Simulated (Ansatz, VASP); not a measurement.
## One calculation of SnO2, two programs

```
Sn O
1.0
    -3.23725    0.00000    0.00000
    -1.61863   -2.80354    0.00000
    -1.94235   -1.12142   13.22548
Sn O
3 6
Direct
  0.47197 0.47197 0.48675
  0.93510 0.93510 0.16224
  0.00883 0.00883 0.81126
  0.57181 0.57181 0.23714
  0.64554 0.64554 0.88616
  0.10867 0.10867 0.56165
  0.37212 0.37212 0.73637
  0.83526 0.83526 0.41185
  0.29840 0.29840 0.08734
```

Alike in both runs: task single point; functional PBE; dispersion D3(BJ); k mesh 9 × 9 × 2; occupations gaussian, width 0.05 eV; no spin polarisation.

```csv
,VASP,Ansatz
version,VASP 6.6.1,Ansatz 0.2.0
potentials or method,"VASP PAW PBE potentials, release 64 (Sn_d, O), cutoff 520 eV","scalar-relativistic, plane waves, PAW"
valence electrons in the cell,78,78
```

VASP gave:

```
gap on the k mesh at the Fermi level (eV)                     : 1.65
least direct gap on the mesh (eV)                             : 1.68
pressure (GPa)                                                : 0.4
traceless stress, the component that is largest in VASP (GPa) : 0.15
rms of the force components (eV/Å)                            : 0.069
```

Task: Estimate Ansatz's values.

Result: gap on the k mesh at the Fermi level (eV): 1.67; least direct gap on the mesh (eV): 1.69; pressure (GPa): -0.3; traceless stress, the component that is largest in VASP (GPa): 0.59; rms of the force components (eV/Å): 0.053.

Atom by atom the forces differ by 0.027 eV/Å (rms over components).
